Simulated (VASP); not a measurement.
A run of VASP 6.6.1 is set up as follows.

File INCAR:

```
PREC = Accurate ; ENCUT = 520
EDIFF = 1E-8 ; ISMEAR = -1
SIGMA = 0.03 ; LREAL = False
LASPH = True ; NELM = 80
ALGO = Normal ; ISIF = 2
LWAVE = False ; LCHARG = False
GGA = PS ; LEFG = True
NBANDS = 20
```

Contents of KPOINTS:

```
regular mesh
0
Gamma
  11 11 11
```

The input POSCAR:

```
NbRu
1.0
    3.1840000000      0.0318400000      0.0318400000
    0.0318400000      3.1840000000      0.0318400000
    0.0318400000      0.0318400000      3.1840000000
Nb Ru
1 1
Direct
    0.0000000000      0.0000000000      0.0000000000
    0.5000000000      0.5000000000      0.5000000000
```

Potentials or basis: VASP PAW PBE potentials, release 64 (Nb_sv, Ru_pv).

The run is started by

```bash
$ cat potpaw_PBE.64/Nb_sv/POTCAR potpaw_PBE.64/Ru_pv/POTCAR > POTCAR
$ mpirun -np 1 vasp_std > vasp.out
```

**Question.** What does it give for the pressure?

**Answer.** -10.0 GPa.

Electric field gradients, principal values (V/Å²):
| atom | least | middle | greatest (by size) |
| --- | --- | --- | --- |
| 1 Nb | -0.873 | -0.873 | 1.746 |
| 2 Ru | 4.684 | 4.684 | -9.367 |

Caveat: the cell differs from its parent crystal (equal xy, yz and zx shear strains of +2 %); without QUAD_EFG the Cq values of the log hold for a quadrupole moment of 1 mb, not for the nuclei; the PAW data sets were made with another functional, which shifts forces and pressure a little.
